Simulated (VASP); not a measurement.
# ZrB (Immm) in VASP: notebook

ZrB is run at these levels: PBEsol; tasks: single point.

Program: VASP 6.6.1. These are calculated values, not measurements. Logs are shortened: lines on timing, memory, paths and dates and some standing lists are left out, and cuts for length are marked.

## 1. The cell of the first run

The structure is orthorhombic, space group Immm (No. 71). The conventional cell has a = 3.255 Å, b = 3.321 Å, c = 4.650 Å, α = 90.00°, β = 90.00°, γ = 90.00°. Within 3.1 Å of Zr (site symmetry mmm) lie 6 B at 2.33 Å. B (site symmetry mmm) has 6 Zr at 2.33 Å within 3.1 Å.

## 2. Single point, PBEsol (strain -0.0200 x Voigt [0, 0, 0, 0, 1, 0])

Contents of INCAR:

```
PREC = Accurate ; ENCUT = 520
EDIFF = 1E-6 ; ISMEAR = 0
SIGMA = 0.15 ; LREAL = F
LASPH = T ; NELM = 60
ALGO = Normal ; ISIF = 2
LWAVE = F ; LCHARG = F
GGA = PS ; NBANDS = 14
```

Contents of KPOINTS:

```
regular mesh
0
Gamma
  18 18 18
```

Contents of POSCAR:

```
ZrB
1.0
   -0.0232500000      2.3250000000      2.3250000000
    2.3017500000      0.0000000000      2.3017500000
    2.3250000000      2.3250000000     -0.0232500000
Zr B
1 1
Direct
    0.0000000000      0.0000000000      0.0000000000
    0.5000000000      0.5000000000      0.5000000000
```

Potentials or basis: VASP PAW PBE potentials, release 64 (Zr_sv, B).

Run with:

```sh
> cat potpaw_PBE.64/Zr_sv/POTCAR potpaw_PBE.64/B/POTCAR > POTCAR
> mpirun -np 1 vasp_std > vasp.out
```

OUTCAR:

```text
PREC = Accurate
   ENCUT = 520
   EDIFF = 1E-6
   ISMEAR = 0
   LREAL = F
   LASPH = T
   NELM = 60
   ISIF = 2
   GGA = PS

 ion  position               nearest neighbor table
   1  0.000  0.000  0.000-   2 2.33   2 2.33   2 2.33   2 2.33   2 2.33   2 2.33
   2  0.500  0.500  0.500-   1 2.33   1 2.33   1 2.33   1 2.33   1 2.33   1 2.33

  LATTYP: Found a body centered orthorhombic cell.
 ALAT       =     3.2551660672
 B/A-ratio  =     1.0202020202
 C/A-ratio  =     1.4284985479

  Lattice vectors:

 A1 = (   2.3250000000,  -2.3250000000,  -0.0232500000)
 A2 = (  -2.3250000000,  -2.3250000000,   0.0232500000)
 A3 = (   0.0232500000,   2.3250000000,  -2.3250000000)

Analysis of symmetry for initial positions (statically):
=====================================================================
 Subroutine PRICEL returns:
 Original cell was already a primitive cell.

 Routine SETGRP: Setting up the symmetry group for a
 body centered orthorhombic supercell.

 Subroutine GETGRP returns: Found  8 space group operations
 (whereof  8 operations were pure point group operations)
 out of a pool of  8 trial point group operations.

The static configuration has the point symmetry D_2h.

Analysis of symmetry for dynamics (positions and initial velocities):
=====================================================================
 Subroutine PRICEL returns:
 Original cell was already a primitive cell.

 Routine SETGRP: Setting up the symmetry group for a
 body centered orthorhombic supercell.

 Subroutine GETGRP returns: Found  8 space group operations
 (whereof  8 operations were pure point group operations)
 out of a pool of  8 trial point group operations.

The dynamic configuration has the point symmetry D_2h.

 Subroutine INISYM returns: Found  8 space group operations
 (whereof  8 operations are pure point group operations),
 and found     1 'primitive' translations

----------------------------------------------------------------------------------------

                                     Primitive cell

  volume of cell :      25.1336

  direct lattice vectors                    reciprocal lattice vectors
    -0.023250000  2.325000000  2.325000000    -0.212924518  0.215053763  0.212924518
     2.301750000  0.000000000  2.301750000     0.217226024 -0.215053763  0.217226024
     2.325000000  2.325000000 -0.023250000     0.212924518  0.215053763 -0.212924518

  length of vectors
[... 92 lines left out ...]
   PSTRESS=    0.0 pullay stress
   NELECT =      15.0000    total number of electrons
   NUPDOWN=      -1.0000    fix difference up-down
   EMIN   =  10.00;   EMAX   =-10.00  energy-range for DOS
   EFERMI =   0.00;   METHOD = LEGACY
   ISMEAR =     0;   SIGMA  =   0.15  broadening in eV -4-tet -1-fermi 0-gaus
   EFERMI_NEDOS =   21; number of points for ismear=-14 and -15
   IALGO  =     38    algorithm
   IMIX   =      4    mixing-type and parameters
     AMIX     =   0.40;   BMIX     =  1.00
     AMIX_MAG =   1.60;   BMIX_MAG =  1.00
  volume/ion in A,a.u.               =      12.57        84.81
  Fermi-wavevector in a.u.,A,eV,Ry     =   1.378331  2.604667 25.848288  1.899796
  Thomas-Fermi vector in A             =   2.503402
   LORBIT       =      0    0 simple, 1 ext, 2 COOP (PROOUT), +10 PAW based schemes
   GGA     = PS    functional components
   LHFCALC =     F    Hartree Fock is set to
   AEXX    =    0.0000 exact exchange contribution
   IVDW    =     0    specifies the selected vdW correction
   LEPSILON=     F    determine dielectric tensor
   LRPA    =     F    only Hartree local field effects (RPA)
 non-spin polarized calculation
 Gauss-broadening in eV      SIGMA  =   0.15
  energy-cutoff  :      520.00
  volume of cell :       25.13
 maximum number of plane-waves:       690
   NGX = 13   NGY = 13   NGZ = 13

 number of electron      15.0000000 magnetization

 Free energy of the ion-electron system (eV)
  ---------------------------------------------------
  ext. energy  EPLUGINS =         0.00000000
  ---------------------------------------------------
  free energy    TOTEN  =       -16.61954288 eV

  energy without entropy =      -16.60734363  energy(sigma->0) =      -16.61344326

 E-fermi :   8.9100     XC(G=0): -12.3318

 val. band max:        8.9099168217   @ k =   0.5000  -0.2778   0.1111
 cond. band min:       8.9119537973   @ k =  -0.1667  -0.0556   0.1111
 fundamental gap:      0.0020369756
 Fermi energy:         8.9100045685

 k-point     1 :       0.0000    0.0000    0.0000
  band No.  band energies     occupation
      1     -37.7509      2.00000
      2     -15.5393      2.00000
      3     -15.5202      2.00000
      4     -15.5017      2.00000
      5       0.5995      2.00000
      6      10.6614      0.00000
      7      10.7928      0.00000
      8      10.9435      0.00000
      9      12.6131      0.00000
     10      12.6133      0.00000
     11      12.6860      0.00000
     12      12.7603      0.00000
     13      12.8438      0.00000
     14      20.0169      0.00000
[... 377 lines left out ...]
      1     -37.6730      2.00000
      2     -16.1612      2.00000
      3     -15.6060      2.00000
      4     -15.5639      2.00000
      5       2.6815      2.00000
      6       7.3253      2.00000
      7       8.2442      2.00000
      8       8.5497      1.99932
      9      12.6148      0.00000
     10      13.3491      0.00000
     11      14.3784      0.00000
     12      18.4062      0.00000
     13      19.8527      0.00000
     14      21.1113      0.00000

 [... further k-points ...]

------------------------ aborting loop because EDIFF is reached ----------------------------------------

  FORCE on cell =-STRESS in cart. coord.  units (eV):
  Direction    XX          YY          ZZ          XY          YZ          ZX
  --------------------------------------------------------------------------------------
  -------------------------------------------------------------------------------------
  Total        4.6633367      4.6670354      4.6633367      0.0000000      0.0000000      0.1797977
  in kB      297.2705756    297.5063496    297.2705756      0.0000000      0.0000000     11.4614429
  external PRESSURE =     297.3491669 kB  Pullay stress =       0.0000000 kB

 VOLUME and BASIS-vectors are now :
 -----------------------------------------------------------------------------
  energy-cutoff  :      520.00
  volume of cell :       25.13
      direct lattice vectors                 reciprocal lattice vectors
    -0.023250000  2.325000000  2.325000000    -0.212924518  0.215053763  0.212924518
     2.301750000  0.000000000  2.301750000     0.217226024 -0.215053763  0.217226024
     2.325000000  2.325000000 -0.023250000     0.212924518  0.215053763 -0.212924518

 POSITION                                       TOTAL-FORCE (eV/Angst)
 -----------------------------------------------------------------------------------
      0.00000      0.00000      0.00000        -0.000000      0.000000      0.000000
      2.30175      2.32500      2.30175         0.000000      0.000000     -0.000000
 -----------------------------------------------------------------------------------
    total drift:                                0.000000     -0.000000     -0.000000

  FREE ENERGIE OF THE ION-ELECTRON SYSTEM (eV)
  ---------------------------------------------------
  free  energy   TOTEN  =       -16.6195428840 eV

  energy  without entropy=      -16.6073436319  energy(sigma->0) =      -16.61344326
```

stdout:

```text
POSCAR found type information on POSCAR ZrB
 POSCAR found :  2 types and       2 ions
 scaLAPACK will be used
 -----------------------------------------------------------------------------
|                                                                             |
|                                                                             |
|     You enforced a specific xc type in the INCAR file but a different       |
|     I HOPE YOU KNOW WHAT YOU ARE DOING!                                     |
|                                                                             |
 -----------------------------------------------------------------------------

 LDA part: xc-table for (Slater+PW92), standard interpolation
 POSCAR, INCAR and KPOINTS ok, starting setup
 FFT: planning ... GRIDC
 FFT: planning ... GRID_SOFT
 FFT: planning ... GRID
 WAVECAR not read
 entering main loop
```

Run time: 72 s. Hardware: 1 thread of Intel Xeon 6975P-C (Granite Rapids), shared host; peak memory 0.4 GiB.

Results:

```yaml
Free_energy: -16.6195 eV
Pressure: 29.7 GPa
Band_gap_on_the_k_mesh: zero (an odd number of electrons rules out a gap without spin polarisation)
```

Stress tensor (GPa, compression positive):
```
29.73  0.00  1.15
 0.00 29.75  0.00
 1.15  0.00 29.73
```

Levels at points of the mesh, in eV from the Fermi level:
| k point | band 4 | band 5 | band 6 | band 7 | band 8 | band 9 | band 10 | band 11 | band 12 | band 13 |
| --- | --- | --- | --- | --- | --- | --- | --- | --- | --- | --- |
| (0.00, 0.00, 0.00) | -24.41 | -8.31 | 1.75 | 1.88 | 2.03 | 3.70 | 3.70 | 3.78 | 3.85 | 3.93 |
| (0.50, 0.00, 0.00) | -24.51 | -4.21 | -3.59 | -1.43 | -1.26 | 5.61 | 5.82 | 7.33 | 8.30 | 13.34 |
| (0.00, 0.50, 0.00) | -24.53 | -4.22 | -3.48 | -1.55 | -1.39 | 5.72 | 5.89 | 7.45 | 8.19 | 13.47 |
| (0.50, 0.50, 0.00) | -24.77 | -6.46 | -1.16 | -0.28 | 2.57 | 2.57 | 5.48 | 6.93 | 6.94 | 10.67 |
| (0.50, 0.00, 0.50) | -24.74 | -6.46 | -1.16 | -0.28 | 2.46 | 2.69 | 5.49 | 6.94 | 6.94 | 10.67 |

Caveat: the cell differs from its parent crystal (strain -0.0200 x Voigt [0, 0, 0, 0, 1, 0]); the cell stands under pressure; the PAW data sets were made with another functional, which shifts forces and pressure a little.

(Continued in part 2 of 3.)
